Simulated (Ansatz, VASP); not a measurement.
## Two plane-wave programs on B5P

```
B P
1.0
     3.51278    0.00000    0.00000
    -1.75639    3.04216    0.00000
     0.00000    0.00000    4.63439
B P
5 1
Direct
  0.33333 0.66667 0.50000
  0.00000 0.50001 0.00000
  0.50001 0.00000 0.00000
  0.49999 0.49999 0.00000
  0.66667 0.33333 0.50000
  0.00000 0.00000 0.50000
```

Change from the starting cell: species swapped into the MgAu5 type (P-62m, No. 189).

Alike in both runs: functional PBE; k mesh 5 × 5 × 4; occupations gaussian, width 0.2 eV; no spin polarisation.

Ansatz relaxed the structure, and its values are those at the end. VASP's run is a single point on that final structure, the one shown.

```csv
,VASP,Ansatz
version,VASP 6.6.1,Ansatz 0.2.0
potentials or method,"VASP PAW PBE potentials, release 64 (B, P), cutoff 500 eV","scalar-relativistic, plane waves, PAW"
valence electrons in the cell,20,20
```

Ansatz gave:

| Quantity | Value |
| --- | --- |
| gap on the k mesh at the Fermi level (eV) | none |
| pressure (GPa) | 0.0 |

Q: Estimate VASP's values.

A: gap on the k mesh at the Fermi level (eV): none; pressure (GPa): -0.1.

A gap of «none» marks a metal or a gap that the smearing closes. With one functional, cell and mesh, what is left measures potentials, basis and numerics.

The k mesh is coarse, so the values compare programs but aren't converged.
